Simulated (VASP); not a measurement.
Here is a VASP 6.6.1 calculation.

File INCAR:

```
ALGO = Normal
EDIFF = 1E-7
EDIFFG = -0.03
ENCUT = 600
GGA = PE
GGA_COMPAT = False
IBRION = 2
ISIF = 3
ISMEAR = -1
LASPH = True
LCHARG = False
LREAL = False
LWAVE = False
NELM = 120
NELMIN = 4
NSW = 80
PREC = Accurate
SIGMA = 0.05
```

File KPOINTS:

```
k-points
0
Gamma
  14 14 14
```

POSCAR

```
C
1.0
    0.0000000000      1.5000000000      1.5000000000
    1.5000000000      0.0000000000      1.5000000000
    1.5000000000      1.5000000000      0.0000000000
C
1
Direct
    0.0000000000      0.0000000000      0.0000000000
```

Potentials or basis: VASP PAW PBE potentials, release 64 (C).

Command:

```bash
$ cat potpaw_PBE.64/C/POTCAR > POTCAR
$ mpirun -np 1 vasp_std > vasp.out
```

**Question.** Estimate the relaxed volume.

**Answer.** 7.30 Å³/atom.

**Question.** Predict the relaxed cell.

**Answer.** a = 2.178 Å, b = 2.178 Å, c = 2.178 Å, α = 60.00°, β = 60.00°, γ = 60.00°.

**Question.** What does it give for the space group after relaxing (to 0.1 Å)?

**Answer.** Fm-3m (No. 225).

Final structure:
```
C
1.0
     0.00000    1.54003    1.54003
     1.54003    0.00000    1.54003
     1.54003    1.54003    0.00000
C
1
Direct
  0.00000 0.00000 0.00000
```
